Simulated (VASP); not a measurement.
# Tl (P6_3/mmc) in VASP: notebook

Aim: see how the results for Tl move with the level of theory and the settings. Levels: PBE, PBEsol. Tasks: single point.

Everything below comes from runs of VASP 6.6.1. Logs are shortened: lines on timing, memory, paths and dates and some standing lists are left out, and cuts for length are marked.

### Step 1. The cell of the first run

It takes space group P6_3/mmc (No. 194, hexagonal). Conventional cell: a = 3.283 Å, b = 3.283 Å, c = 5.746 Å, α = 90.00°, β = 90.00°, γ = 120.00°. Tl (site symmetry -6m2) has 12 Tl at 3.28 to 3.44 Å within 4.3 Å.

### Step 2. Single point, PBE (strained)

The input, INCAR:

```
SYSTEM = Tl
ALGO = Fast
EDIFF = 1E-6
ENCUT = 520
GGA = PE
ISIF = 2
ISMEAR = 0
LASPH = .TRUE.
LCHARG = .TRUE.
LELF = .TRUE.
LREAL = .FALSE.
LVHAR = .TRUE.
LWAVE = .FALSE.
NBANDS = 20
NELM = 80
PREC = Accurate
SIGMA = 0.1
```

The input, KPOINTS:

```
k-points
0
G
  15 15 8
  0 0 0
```

The input, POSCAR:

```
Tl
1.0
    3.2830947587      0.0000000000      0.0000000000
   -1.6415473794      2.8432434641      0.0000000000
    0.0000000000      0.0000000000      5.7458342500
Tl
2
Direct
    0.3333333333      0.6666666667      0.2500000000
    0.6666666667      0.3333333333      0.7500000000
```

Potentials or basis: VASP PAW PBE potentials, release 64 (Tl_d).

The run is started by

```console
cat potpaw_PBE.64/Tl_d/POTCAR > POTCAR
mpirun -np 1 vasp_std > vasp.out
```

OUTCAR:

```text
SYSTEM = Tl
   EDIFF = 1E-6
   ENCUT = 520
   GGA = PE
   ISIF = 2
   ISMEAR = 0
   LASPH = .TRUE.
   LREAL = .FALSE.
   NELM = 80
   PREC = Accurate

 ion  position               nearest neighbor table
   1  0.333  0.667  0.250-   2 3.44   2 3.44   2 3.44   2 3.44   2 3.44   2 3.44
   2  0.667  0.333  0.750-   1 3.44   1 3.44   1 3.44   1 3.44   1 3.44   1 3.44

  LATTYP: Found a hexagonal cell.
 ALAT       =     3.2830947587
 C/A-ratio  =     1.7501274475

  Lattice vectors:

 A1 = (   3.2830947587,   0.0000000000,   0.0000000000)
 A2 = (  -1.6415473794,   2.8432434641,   0.0000000000)
 A3 = (   0.0000000000,   0.0000000000,   5.7458342500)

Analysis of symmetry for initial positions (statically):
=====================================================================
 Subroutine PRICEL returns:
 Original cell was already a primitive cell.

 Routine SETGRP: Setting up the symmetry group for a
 hexagonal supercell.

 Subroutine GETGRP returns: Found 24 space group operations
 (whereof 12 operations were pure point group operations)
 out of a pool of 24 trial point group operations.

The static configuration has the point symmetry D_3d.
 The point group associated with its full space group is D_6h.

Analysis of symmetry for dynamics (positions and initial velocities):
=====================================================================
 Subroutine PRICEL returns:
 Original cell was already a primitive cell.

 Routine SETGRP: Setting up the symmetry group for a
 hexagonal supercell.

 Subroutine GETGRP returns: Found 24 space group operations
 (whereof 12 operations were pure point group operations)
 out of a pool of 24 trial point group operations.

The dynamic configuration has the point symmetry D_3d.
 The point group associated with its full space group is D_6h.

 Subroutine INISYM returns: Found 24 space group operations
 (whereof 12 operations are pure point group operations),
 and found     1 'primitive' translations

----------------------------------------------------------------------------------------

                                     Primitive cell

  volume of cell :      53.6353

  direct lattice vectors                    reciprocal lattice vectors
     3.283094759  0.000000000  0.000000000     0.304590660  0.175855500  0.000000000
    -1.641547379  2.843243464  0.000000000     0.000000000  0.351710999  0.000000000
     0.000000000  0.000000000  5.745834250     0.000000000  0.000000000  0.174039131

  length of vectors
     3.283094759  3.283094759  5.745834250     0.351710999  0.351710999  0.174039131

  position of ions in fractional coordinates (direct lattice)
     0.333333333  0.666666667  0.250000000
     0.666666667  0.333333333  0.750000000

  ion indices of the primitive-cell ions
   primitive index   ion index
                 1           1
                 2           2

----------------------------------------------------------------------------------------

 KPOINTS: k-points

Automatic generation of k-mesh.
 Grid dimensions read from file:
 generate k-points for:   15   15    8

 Generating k-lattice:

  Cartesian coordinates                     Fractional coordinates (reciprocal lattice)
     0.020306044  0.011723700  0.000000000     0.066666667  0.000000000  0.000000000
     0.000000000  0.023447400  0.000000000     0.000000000  0.066666667  0.000000000
     0.000000000  0.000000000  0.021754891     0.000000000  0.000000000  0.125000000

  Length of vectors
     0.023447400  0.023447400  0.021754891

  Shift w.r.t. Gamma in fractional coordinates (k-lattice)
     0.000000000  0.000000000  0.000000000

 Subroutine IBZKPT returns following result:
 ===========================================

 Found    135 irreducible k-points:

 Following reciprocal coordinates:
            Coordinates               Weight
  0.000000  0.000000  0.000000      1.000000
  0.066667  0.000000  0.000000      6.000000
  0.133333 -0.000000  0.000000      6.000000
  0.200000  0.000000  0.000000      6.000000
  0.266667 -0.000000  0.000000      6.000000
  0.333333  0.000000  0.000000      6.000000
[... 16 lines left out ...]
  0.333333  0.200000  0.000000     12.000000
  0.400000  0.200000  0.000000      6.000000
 [... further k-points ...]
   k-points           NKPTS =    135   k-points in BZ     NKDIM =    135   number of bands    NBANDS=     20
   number of dos      NEDOS =    301   number of ions     NIONS =      2
   total plane-waves  NPLWV =  27648
   dimension x,y,z NGX =    24 NGY =   24 NGZ =   48
   dimension x,y,z NGXF=    48 NGYF=   48 NGZF=   96
   ions per type =               2
   NGX,Y,Z   is equivalent  to a cutoff of  12.15, 12.15, 13.89 a.u.
   NGXF,Y,Z  is equivalent  to a cutoff of  24.31, 24.31, 27.78 a.u.
 SYSTEM =  Tl
   PREC   = accura    normal or accurate (medium, high low for compatibility)
   ISTART =      0    job   : 0-new  1-cont  2-samecut
   ICHARG =      2    charge: 1-file 2-atom 10-const
   ISPIN  =      1    spin polarized calculation?
   LNONCOLLINEAR =      F non collinear calculations
   LSORBIT =      F    spin-orbit coupling
   LASPH  =      T    aspherical Exc in radial PAW
   ENCUT  =  520.0 eV  38.22 Ry    6.18 a.u.   6.10  6.10 10.68*2*pi/ulx,y,z
   NELM   =     80;   NELMIN=  2; NELMDL= -5     # of ELM steps
   EDIFF  = 0.1E-05   stopping-criterion for ELM
   LREAL  =      F    real-space projection
   EDIFFG = 0.1E-04   stopping-criterion for IOM
   NSW    =      0    number of steps for IOM
   IBRION =     -1    ionic relax: 0-MD 1-quasi-New 2-CG
   NFREE  =      0    steps in history (QN), initial steepest desc. (CG)
   ISIF   =      2    stress and relaxation
   ISYM   =      2    0-nonsym 1-usesym 2-fastsym
   POTIM  = 0.5000    time-step for ionic-motion
   TEBEG  =    0.0;   TEEND  =   0.0 temperature during run
   PSTRESS=    0.0 pullay stress
   NELECT =      26.0000    total number of electrons
   NUPDOWN=      -1.0000    fix difference up-down
   EMIN   =  10.00;   EMAX   =-10.00  energy-range for DOS
   EFERMI =   0.00;   METHOD = LEGACY
   ISMEAR =     0;   SIGMA  =   0.10  broadening in eV -4-tet -1-fermi 0-gaus
   EFERMI_NEDOS =   21; number of points for ismear=-14 and -15
   IALGO  =     68    algorithm
   IMIX   =      4    mixing-type and parameters
     AMIX     =   0.40;   BMIX     =  1.00
     AMIX_MAG =   1.60;   BMIX_MAG =  1.00
  volume/ion in A,a.u.               =      26.82       180.97
  Fermi-wavevector in a.u.,A,eV,Ry     =   1.286024  2.430233 22.502103  1.653858
  Thomas-Fermi vector in A             =   2.418123
   LORBIT       =      0    0 simple, 1 ext, 2 COOP (PROOUT), +10 PAW based schemes
   GGA     = PE    functional components
   LHFCALC =     F    Hartree Fock is set to
   AEXX    =    0.0000 exact exchange contribution
   IVDW    =     0    specifies the selected vdW correction
   LEPSILON=     F    determine dielectric tensor
   LRPA    =     F    only Hartree local field effects (RPA)
 non-spin polarized calculation
 RMM-DIIS sequential band-by-band and
 Gauss-broadening in eV      SIGMA  =   0.10
  energy-cutoff  :      520.00
  volume of cell :       53.64
 maximum number of plane-waves:      1464
   NGX = 13   NGY = 13   NGZ = 21

 number of electron      26.0000011 magnetization

 Free energy of the ion-electron system (eV)
  ---------------------------------------------------
  ext. energy  EPLUGINS =         0.00000000
  ---------------------------------------------------
  free energy    TOTEN  =        -4.26541804 eV

  energy without entropy =       -4.26114961  energy(sigma->0) =       -4.26328382

 E-fermi :   7.2917     XC(G=0): -10.5149

 val. band max:        7.2787509807   @ k =   0.2667   0.2667   0.2500
 cond. band min:       7.2958437649   @ k =   0.2667   0.1333   0.2500
 fundamental gap:      0.0170927842
 Fermi energy:         7.2916726196

 k-point     1 :       0.0000    0.0000    0.0000
  band No.  band energies     occupation
      1      -4.7477      2.00000
      2      -4.5442      2.00000
      3      -4.4153      2.00000
      4      -4.4153      2.00000
      5      -4.3703      2.00000
      6      -4.3703      2.00000
[... 12 lines left out ...]
     19      18.8707      0.00000
     20      19.1732      0.00000

 k-point     2 :       0.0667    0.0000    0.0000
  band No.  band energies     occupation
      1      -4.7207      2.00000
      2      -4.5324      2.00000
      3      -4.4169      2.00000
      4      -4.3883      2.00000
      5      -4.3762      2.00000
      6      -4.3447      2.00000
[... 12 lines left out ...]
     19      19.1571      0.00000
     20      19.5248      0.00000

 k-point     3 :       0.1333   -0.0000    0.0000
  band No.  band energies     occupation
      1      -4.6669      2.00000
      2      -4.5112      2.00000
      3      -4.4252      2.00000
      4      -4.3631      2.00000
      5      -4.3113      2.00000
      6      -4.2712      2.00000
[... 12 lines left out ...]
     19      19.0922      0.00000
     20      19.2897      0.00000

 k-point     4 :       0.2000    0.0000    0.0000
  band No.  band energies     occupation
      1      -4.6713      2.00000
      2      -4.4734      2.00000
      3      -4.4428      2.00000
      4      -4.2922      2.00000
      5      -4.2790      2.00000
      6      -4.2091      2.00000
[... 12 lines left out ...]
     19      18.3906      0.00000
     20      18.4289      0.00000

 k-point     5 :       0.2667   -0.0000    0.0000
  band No.  band energies     occupation
      1      -4.7291      2.00000
      2      -4.5374      2.00000
      3      -4.3999      2.00000
      4      -4.3446      2.00000
      5      -4.2488      2.00000
      6      -4.1587      2.00000
[... 12 lines left out ...]
     19      17.5795      0.00000
     20      18.5572      0.00000
[... 353 lines left out ...]
      6      -4.2043      2.00000
[... 12 lines left out ...]
     19      15.9709      0.00000
     20      19.9902      0.00000

 k-point    22 :       0.2667    0.2000    0.0000
  band No.  band energies     occupation
      1      -4.5900      2.00000
      2      -4.5566      2.00000
      3      -4.4801      2.00000
      4      -4.3708      2.00000
      5      -4.2515      2.00000
      6      -4.2024      2.00000
[... 12 lines left out ...]
     19      15.3246      0.00000
     20      21.0333      0.00000

 k-point    23 :       0.3333    0.2000    0.0000
  band No.  band energies     occupation
      1      -4.6184      2.00000
      2      -4.6052      2.00000
      3      -4.4522      2.00000
      4      -4.3615      2.00000
      5      -4.2515      2.00000
      6      -4.2000      2.00000
[... 12 lines left out ...]
     19      15.0063      0.00000
     20      20.9412      0.00000

 k-point    24 :       0.4000    0.2000    0.0000
  band No.  band energies     occupation
      1      -4.6287      2.00000
      2      -4.6222      2.00000
      3      -4.4467      2.00000
      4      -4.3495      2.00000
      5      -4.2776      2.00000
      6      -4.1689      2.00000
[... 12 lines left out ...]
     19      14.9086      0.00000
     20      20.8878      0.00000

 [... further k-points ...]

------------------------ aborting loop because EDIFF is reached ----------------------------------------

  FORCE on cell =-STRESS in cart. coord.  units (eV):
  Direction    XX          YY          ZZ          XY          YZ          ZX
  --------------------------------------------------------------------------------------
  -------------------------------------------------------------------------------------
  Total        2.5416142      2.5416142      1.3257155     -0.0000000     -0.0000000      0.0000000
  in kB       75.9223519     75.9223519     39.6013833     -0.0000000     -0.0000000      0.0000000
  external PRESSURE =      63.8153624 kB  Pullay stress =       0.0000000 kB

 VOLUME and BASIS-vectors are now :
 -----------------------------------------------------------------------------
  energy-cutoff  :      520.00
  volume of cell :       53.64
      direct lattice vectors                 reciprocal lattice vectors
     3.283094759  0.000000000  0.000000000     0.304590660  0.175855500  0.000000000
    -1.641547379  2.843243464  0.000000000     0.000000000  0.351710999  0.000000000
     0.000000000  0.000000000  5.745834250     0.000000000  0.000000000  0.174039131

 POSITION                                       TOTAL-FORCE (eV/Angst)
 -----------------------------------------------------------------------------------
     -0.00000      1.89550      1.43646         0.000000     -0.000000      0.000000
      1.64155      0.94775      4.30938        -0.000000      0.000000      0.000000
 -----------------------------------------------------------------------------------
    total drift:                               -0.000000      0.000000      0.000000

  FREE ENERGIE OF THE ION-ELECTRON SYSTEM (eV)
  ---------------------------------------------------
  free  energy   TOTEN  =        -4.2654180386 eV

  energy  without entropy=       -4.2611496081  energy(sigma->0) =       -4.26328382
```

Run time: 1.8 min. Hardware: 1 thread of Intel Xeon 8259CL, shared host; peak memory 0.25 GiB.

What came out:

```
Free energy            : -4.2654 eV
Pressure               : 6.4 GPa
Band gap on the k mesh : zero (bands 13 and 14 overlap by 5.34 eV)
```

Stress tensor (GPa, compression positive):
```
7.59 0.00 0.00
0.00 7.59 0.00
0.00 0.00 3.96
```

Caveat: the cell differs from its parent crystal (strained); the cell stands under pressure; spin-orbit coupling is left out, which moves the levels of the heavy elements.

(Part 1 of 2 ends here.)

The gap in the log of VASP goes by the Fermi energy; the results here count the filled bands.